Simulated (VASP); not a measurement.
A run of VASP 6.6.1:

Contents of POSCAR:

```
Si
1.0
    0.0000000000      2.7221053415      2.7221053415
    2.7221053415      0.0000000000      2.7221053415
    2.7221053415      2.7221053415      0.0000000000
Si
2
Direct
    0.4566175330      0.4971146932      0.5296604854
    0.7933824670      0.7528853068      0.7203395146
```

Contents of INCAR.step1:

```
PREC = Accurate
ENCUT = 520
ISMEAR = 0
SIGMA = 0.05
LREAL = F
LASPH = T
NELM = 80
NBANDS = 11
GGA = PE
ALGO = Normal
EDIFF = 1E-4
LWAVE = T
LCHARG = F
```

INCAR.step2

```
PREC = Accurate
ENCUT = 520
EDIFF = 1E-6
ISMEAR = 0
SIGMA = 0.05
LREAL = F
LASPH = T
NELM = 80
ALGO = Normal
ISIF = 2
LWAVE = F
LCHARG = F
METAGGA = R2SCAN
LMIXTAU = T
NBANDS = 11
ISTART = 1
```

File KPOINTS:

```
regular mesh
0
Gamma
  8 8 8
```

Potentials or basis: VASP PAW PBE potentials, release 64 (Si).

The run is started by

```bash
$ cat potpaw_PBE.64/Si/POTCAR > POTCAR
$ cp INCAR.step1 INCAR
$ mpirun -np 1 vasp_std > vasp.out
$ cp INCAR.step2 INCAR
$ mpirun -np 1 vasp_std > vasp.out
```

Hardware: 1 thread of Intel(R) Xeon(R) Platinum 8488C (Sapphire Rapids), with other jobs on the host.

**Question.** How long does it take, and how much memory?

**Answer.** Wall time 4.1 min on 1 thread of Intel(R) Xeon(R) Platinum 8488C (Sapphire Rapids), with other jobs on the host, peak memory 0.23 GiB. Counts: k points 260.
